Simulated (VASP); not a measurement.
# TaN (P6_3/mmc) in VASP: notebook, part 3 of 3

VASP 6.6.1.

### 5 Electric field gradients, PBEsol

This run uses another cell than the first one, of 9.89 Å³/atom, 1.064 times its volume.

File INCAR:

```
SYSTEM = TaN
PREC = Accurate
ENCUT = 520
EDIFF = 1E-8
ISMEAR = -1
SIGMA = 0.01
LREAL = .FALSE.
LASPH = .TRUE.
NELM = 60
ALGO = Normal
ISIF = 2
LWAVE = .FALSE.
LCHARG = .FALSE.
GGA = PS
LEFG = .TRUE.
NBANDS = 24
```

File KPOINTS:

```
regular mesh
0
G
  11 11 6
  0 0 0
```

File POSCAR:

```
TaN
1.0
    3.0480019786      0.0000000000      0.0000000000
   -1.5240009893      2.6396471442      0.0000000000
    0.0000000000      0.0000000000      4.9180000000
Ta N
2 2
Direct
    0.0000000000      0.0000000000      0.0000000000
    0.0000000000      0.0000000000      0.5000000000
    0.3333333333      0.6666666667      0.2500000000
    0.6666666667      0.3333333333      0.7500000000
```

Potentials or basis: VASP PAW PBE potentials, release 64 (Ta_pv, N).

On the command line:

```sh
> cat potpaw_PBE.64/Ta_pv/POTCAR potpaw_PBE.64/N/POTCAR > POTCAR
> mpirun -np 1 vasp_std > vasp.out
```

OUTCAR:

```text
SYSTEM = TaN
   PREC = Accurate
   ENCUT = 520
   EDIFF = 1E-8
   ISMEAR = -1
   LREAL = .FALSE.
   LASPH = .TRUE.
   NELM = 60
   ISIF = 2
   GGA = PS

 ion  position               nearest neighbor table
   1  0.000  0.000  0.000-   3 2.15   4 2.15   3 2.15   4 2.15   4 2.15   3 2.15   2 2.46   2 2.46

   2  0.000  0.000  0.500-   3 2.15   4 2.15   3 2.15   4 2.15   4 2.15   3 2.15   1 2.46   1 2.46

   3  0.333  0.667  0.250-   1 2.15   2 2.15   1 2.15   2 2.15   1 2.15   2 2.15
   4  0.667  0.333  0.750-   1 2.15   2 2.15   1 2.15   2 2.15   1 2.15   2 2.15

  LATTYP: Found a hexagonal cell.
[... 882 lines left out ...]
 ion       V_xx      V_yy      V_zz      V_xy      V_xz      V_yz
---------------------------------------------------------------------
   1      84.567    84.566  -169.133    -0.000    -0.000     0.000
   2      84.567    84.566  -169.133    -0.000     0.000    -0.000
   3      -3.143    -3.142     6.284     0.001     0.000    -0.000
   4      -3.143    -3.142     6.284     0.001     0.000     0.000
---------------------------------------------------------------------

 Electric field gradients after diagonalization (V/A^2)
 (convention: |V_zz| > |V_xx| > |V_yy|)
----------------------------------------------------------------------
 ion       V_xx      V_yy      V_zz     asymmetry (V_yy - V_xx)/ V_zz
----------------------------------------------------------------------
   1      84.567    84.566  -169.133       0.000
   2      84.567    84.566  -169.133       0.000
   3      -3.143    -3.142     6.284       0.000
   4      -3.143    -3.142     6.284       0.000
----------------------------------------------------------------------

           NMR quadrupolar parameters

 Cq : quadrupolar parameter    Cq=e*Q*V_zz/h
 eta: asymmetry parameters     (V_yy - V_xx)/ V_zz
 Q  : nuclear electric quadrupole moment in mb (millibarn)
----------------------------------------------------------------------
 ion       Cq(MHz)       eta       Q (mb)
----------------------------------------------------------------------
   1      -0.409       0.000       1.000
   2      -0.409       0.000       1.000
   3       0.015       0.000       1.000
   4       0.015       0.000       1.000
----------------------------------------------------------------------
```

OSZICAR:

```text
N       E                     dE             d eps       ncg     rms          rms(c)
DAV:   1     0.273390063941E+03    0.27339E+03   -0.17300E+04  3072   0.143E+03
DAV:   2    -0.355729053231E+02   -0.30896E+03   -0.29389E+03  3656   0.418E+02
DAV:   3    -0.490524335336E+02   -0.13480E+02   -0.13260E+02  3840   0.852E+01
DAV:   4    -0.492074077151E+02   -0.15497E+00   -0.15458E+00  3552   0.926E+00
DAV:   5    -0.492093526875E+02   -0.19450E-02   -0.19442E-02  3880   0.857E-01    0.411E+01
DAV:   6    -0.445300725989E+02    0.46793E+01   -0.17036E+01  3696   0.290E+01    0.188E+01
DAV:   7    -0.443689469513E+02    0.16113E+00   -0.10044E+00  3408   0.725E+00    0.108E+01
DAV:   8    -0.443195046090E+02    0.49442E-01   -0.11830E-01  3744   0.262E+00    0.128E+00
DAV:   9    -0.443148093393E+02    0.46953E-02   -0.14701E-02  3624   0.763E-01    0.400E-01
DAV:  10    -0.443146385940E+02    0.17075E-03   -0.17286E-03  3632   0.347E-01    0.875E-02
DAV:  11    -0.443145602563E+02    0.78338E-04   -0.20239E-04  3648   0.117E-01    0.146E-02
DAV:  12    -0.443145606344E+02   -0.37813E-06   -0.69896E-06  3704   0.203E-02    0.552E-03
DAV:  13    -0.443145600300E+02    0.60443E-06   -0.30590E-07  3824   0.352E-03    0.316E-03
DAV:  14    -0.443145599456E+02    0.84387E-07   -0.27583E-08  3016   0.133E-03    0.693E-04
DAV:  15    -0.443145599314E+02    0.14146E-07   -0.45913E-09  2104   0.447E-04    0.332E-04
DAV:  16    -0.443145599404E+02   -0.89831E-08   -0.10917E-09  1672   0.239E-04
   1 F= -.44314560E+02 E0= -.44314252E+02  d E =-.615907E-03
```

stdout:

```text
POSCAR found type information on POSCAR TaN
 POSCAR found :  2 types and       4 ions
 scaLAPACK will be used
 -----------------------------------------------------------------------------
|                                                                             |
|                                                                             |
|     You enforced a specific xc type in the INCAR file but a different       |
|     I HOPE YOU KNOW WHAT YOU ARE DOING!                                     |
|                                                                             |
 -----------------------------------------------------------------------------

 LDA part: xc-table for (Slater+PW92), standard interpolation
 POSCAR, INCAR and KPOINTS ok, starting setup
 FFT: planning ... GRIDC
 FFT: planning ... GRID_SOFT
 FFT: planning ... GRID
 WAVECAR not read
 entering main loop
ion   1

ion   2

ion   3

ion   4
```

Run time: 48 s. Hardware: 1 thread of Intel Xeon Platinum 8175M at 2.50GHz (Skylake/Cascade Lake), shared host; peak memory 0.19 GiB.

What came out:

```
Free energy            : -44.3146 eV
Pressure               : 50.0 GPa
Band gap on the k mesh : zero (band 16 reaches 10.46 eV, above the bottom of band 17 at 7.85 eV)
```

Electric field gradients, principal values (V/Å²):
```csv
atom,least,middle,greatest (by size)
1 Ta,84.566,84.567,-169.133
2 Ta,84.566,84.567,-169.133
3 N,-3.142,-3.143,6.284
4 N,-3.142,-3.143,6.284
```

Caveat: without QUAD_EFG the Cq values of the log hold for a quadrupole moment of 1 mb, not for the nuclei; the PAW data sets were made with another functional, which shifts forces and pressure a little; spin-orbit coupling is left out, which moves the levels of the heavy elements.

### 6 Electric field gradients, PBEsol (volume scaled by 1.01)

File INCAR:

```
PREC = Accurate
ENCUT = 520
EDIFF = 1E-8
ISMEAR = -1
SIGMA = 0.01
LREAL = F
LASPH = T
NELM = 100
ALGO = Normal
ISIF = 2
LWAVE = F
LCHARG = F
GGA = PS
LEFG = T
NBANDS = 24
```

File KPOINTS:

```
Automatic mesh
0
Gamma
  11 11 6
```

File POSCAR:

```
TaN
1.0
    3.0581283054      0.0000000000      0.0000000000
   -1.5290641527      2.6484168005      0.0000000000
    0.0000000000      0.0000000000      4.9343389905
Ta N
2 2
Direct
    0.0000000000      0.0000000000      0.0000000000
    0.0000000000      0.0000000000      0.5000000000
    0.3333333333      0.6666666667      0.2500000000
    0.6666666667      0.3333333333      0.7500000000
```

Potentials or basis: VASP PAW PBE potentials, release 64 (Ta_pv, N).

On the command line:

```sh
> cat potpaw_PBE.64/Ta_pv/POTCAR potpaw_PBE.64/N/POTCAR > POTCAR
> mpirun -np 1 vasp_std > vasp.out
```

OUTCAR:

```text
PREC = Accurate
   ENCUT = 520
   EDIFF = 1E-8
   ISMEAR = -1
   LREAL = F
   LASPH = T
   NELM = 100
   ISIF = 2
   GGA = PS

 ion  position               nearest neighbor table
   1  0.000  0.000  0.000-   3 2.15   4 2.15   3 2.15   4 2.15   4 2.15   3 2.15   2 2.47   2 2.47

   2  0.000  0.000  0.500-   3 2.15   4 2.15   3 2.15   4 2.15   4 2.15   3 2.15   1 2.47   1 2.47

   3  0.333  0.667  0.250-   1 2.15   2 2.15   1 2.15   2 2.15   1 2.15   2 2.15
   4  0.667  0.333  0.750-   1 2.15   2 2.15   1 2.15   2 2.15   1 2.15   2 2.15

  LATTYP: Found a hexagonal cell.
 ALAT       =     3.0581283054
 C/A-ratio  =     1.6135160130

[... 879 lines left out ...]
 ion       V_xx      V_yy      V_zz      V_xy      V_xz      V_yz
---------------------------------------------------------------------
   1      85.240    85.239  -170.479    -0.000    -0.000     0.000
   2      85.240    85.239  -170.479    -0.000     0.000    -0.000
   3      -3.096    -3.096     6.192     0.000     0.000     0.000
   4      -3.096    -3.096     6.192     0.000     0.000     0.000
---------------------------------------------------------------------

 Electric field gradients after diagonalization (V/A^2)
 (convention: |V_zz| > |V_xx| > |V_yy|)
----------------------------------------------------------------------
 ion       V_xx      V_yy      V_zz     asymmetry (V_yy - V_xx)/ V_zz
----------------------------------------------------------------------
   1      85.240    85.239  -170.479       0.000
   2      85.240    85.239  -170.479       0.000
   3      -3.096    -3.095     6.192       0.000
   4      -3.096    -3.095     6.192       0.000
----------------------------------------------------------------------

           NMR quadrupolar parameters

 Cq : quadrupolar parameter    Cq=e*Q*V_zz/h
 eta: asymmetry parameters     (V_yy - V_xx)/ V_zz
 Q  : nuclear electric quadrupole moment in mb (millibarn)
----------------------------------------------------------------------
 ion       Cq(MHz)       eta       Q (mb)
----------------------------------------------------------------------
   1      -0.412       0.000       1.000
   2      -0.412       0.000       1.000
   3       0.015       0.000       1.000
   4       0.015       0.000       1.000
----------------------------------------------------------------------
```

OSZICAR:

```text
N       E                     dE             d eps       ncg     rms          rms(c)
DAV:   1     0.270114035032E+03    0.27011E+03   -0.17429E+04  3080   0.142E+03
DAV:   2    -0.361202345993E+02   -0.30623E+03   -0.29098E+03  3752   0.414E+02
DAV:   3    -0.491668952193E+02   -0.13047E+02   -0.12879E+02  3792   0.840E+01
DAV:   4    -0.493123538261E+02   -0.14546E+00   -0.14508E+00  3560   0.908E+00
DAV:   5    -0.493142552305E+02   -0.19014E-02   -0.19007E-02  3864   0.839E-01    0.403E+01
DAV:   6    -0.446553925410E+02    0.46589E+01   -0.17178E+01  3680   0.290E+01    0.184E+01
DAV:   7    -0.444876210475E+02    0.16777E+00   -0.10060E+00  3376   0.728E+00    0.107E+01
DAV:   8    -0.444368523885E+02    0.50769E-01   -0.12408E-01  3792   0.270E+00    0.127E+00
DAV:   9    -0.444322339496E+02    0.46184E-02   -0.14519E-02  3576   0.759E-01    0.395E-01
DAV:  10    -0.444320579649E+02    0.17598E-03   -0.16899E-03  3648   0.347E-01    0.877E-02
DAV:  11    -0.444319813648E+02    0.76600E-04   -0.20392E-04  3624   0.118E-01    0.137E-02
DAV:  12    -0.444319817452E+02   -0.38037E-06   -0.69544E-06  3672   0.204E-02    0.541E-03
DAV:  13    -0.444319811403E+02    0.60483E-06   -0.28964E-07  3832   0.344E-03    0.314E-03
DAV:  14    -0.444319810718E+02    0.68492E-07   -0.24528E-08  3072   0.129E-03    0.754E-04
DAV:  15    -0.444319810550E+02    0.16870E-07   -0.53009E-09  2016   0.483E-04    0.345E-04
DAV:  16    -0.444319810645E+02   -0.95069E-08   -0.14815E-09  1704   0.270E-04
   1 F= -.44431981E+02 E0= -.44431686E+02  d E =-.590326E-03
```

stdout:

```text
POSCAR found type information on POSCAR TaN
 POSCAR found :  2 types and       4 ions
 scaLAPACK will be used
 -----------------------------------------------------------------------------
|                                                                             |
|                                                                             |
|     You enforced a specific xc type in the INCAR file but a different       |
|     I HOPE YOU KNOW WHAT YOU ARE DOING!                                     |
|                                                                             |
 -----------------------------------------------------------------------------

 LDA part: xc-table for (Slater+PW92), standard interpolation
 POSCAR, INCAR and KPOINTS ok, starting setup
 FFT: planning ... GRIDC
 FFT: planning ... GRID_SOFT
 FFT: planning ... GRID
 WAVECAR not read
 entering main loop
ion   1

ion   2

ion   3

ion   4
```

It took 54 s on 1 thread of Intel Xeon Platinum 8175M at 2.50GHz (Skylake/Cascade Lake), shared host; peak memory 0.19 GiB.

What came out:

* Free energy: -44.4320 eV
* Pressure: 44.8 GPa
* Band gap on the k mesh: zero (band 16 reaches 10.33 eV, above the bottom of band 17 at 7.76 eV)

Levels at points of the mesh, in eV from the Fermi level:
```
           k point  band 13  band 14  band 15  band 16  band 17  band 18  band 19  band 20
(0.00, 0.00, 0.00)    -3.62    -3.62    -3.60    -1.89    -1.89    -0.67    -0.67     2.70
(0.00, 0.00, 0.50)    -6.36    -6.36    -0.03    -0.03    -0.03    -0.03    -0.02    -0.02
```

Electric field gradients, principal values (V/Å²):
| atom | least | middle | greatest (by size) |
| --- | --- | --- | --- |
| 1 Ta | 85.239 | 85.240 | -170.479 |
| 2 Ta | 85.239 | 85.240 | -170.479 |
| 3 N | -3.095 | -3.096 | 6.192 |
| 4 N | -3.095 | -3.096 | 6.192 |

Caveat: the cell differs from its parent crystal (volume scaled by 1.01); without QUAD_EFG the Cq values of the log hold for a quadrupole moment of 1 mb, not for the nuclei; the PAW data sets were made with another functional, which shifts forces and pressure a little; spin-orbit coupling is left out, which moves the levels of the heavy elements.

### 7 The runs side by side

| cell | gap on the mesh (eV) | pressure (GPa) |
| --- | --- | --- |
| a = 2.986, b = 2.986, c = 4.818 Å, angles 90.0, 90.0, 120.0°, 4 atoms | none | 86.8 |
| a = 3.028, b = 3.028, c = 4.885 Å, angles 90.0, 90.0, 120.0°, 4 atoms | none | 61.0 |
| a = 3.048, b = 3.048, c = 4.918 Å, angles 90.0, 90.0, 120.0°, 4 atoms | none | 50.0 |
| a = 3.058, b = 3.058, c = 4.934 Å, angles 90.0, 90.0, 120.0°, 4 atoms | none | 44.8 |

Alike in all rows: task electric field gradients; level PBEsol; potentials or basis VASP PAW PBE potentials, release 64 (Ta_pv, N); no spin polarisation; k mesh 11 × 11 × 6; cutoff (eV) 520; smearing fermi-dirac 0.01 eV.

Caveats: the PAW data sets were made with another functional, which shifts forces and pressure a little; spin-orbit coupling is left out, which moves the levels of the heavy elements.

Absolute energies hang on the potentials; compare differences alone.
